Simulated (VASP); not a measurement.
The system is GaN.

```
CELL_PARAMETERS angstrom
0.00000 2.25350 2.25350
2.25350 0.00000 2.25350
2.25350 2.25350 0.00000
ATOMIC_POSITIONS crystal
Ga 0.00000 0.00000 0.00000
N 0.25000 0.25000 0.25000
```

```yaml
Program: VASP 6.6.1
Task: relaxation of cell and atoms
Functional: LDA
Potentials_or_basis: VASP PAW LDA potentials, release 64 (Ga_d, N)
Cutoff: 600 eV
k_mesh: 10 × 10 × 10
Occupations: gaussian, width 0.02 eV
Spin: no spin polarisation
```

At the start: pressure -5.6 GPa; volume 11.44 Å³/atom.

Task: Where does the relaxation end?

Result: Over 3 steps the energy falls by 6.0 meV/atom and the volume is 11.11 Å³/atom (-2.9 %); space group F-43m (No. 216, to 0.05 Å).

Step by step:
```csv
step,energy change (eV),largest force (eV/Å),pressure (GPa),volume (Å³)
1,0.0000,0.0000,-5.60,22.89
2,-0.0003,0.0000,6.11,21.59
3,-0.0120,0.0000,0.01,22.22
```

Final structure:
```
CELL_PARAMETERS angstrom
0.00000 2.23142 2.23142
2.23142 0.00000 2.23142
2.23142 2.23142 0.00000
ATOMIC_POSITIONS crystal
Ga 0.00000 0.00000 0.00000
N 0.25000 0.25000 0.25000
```
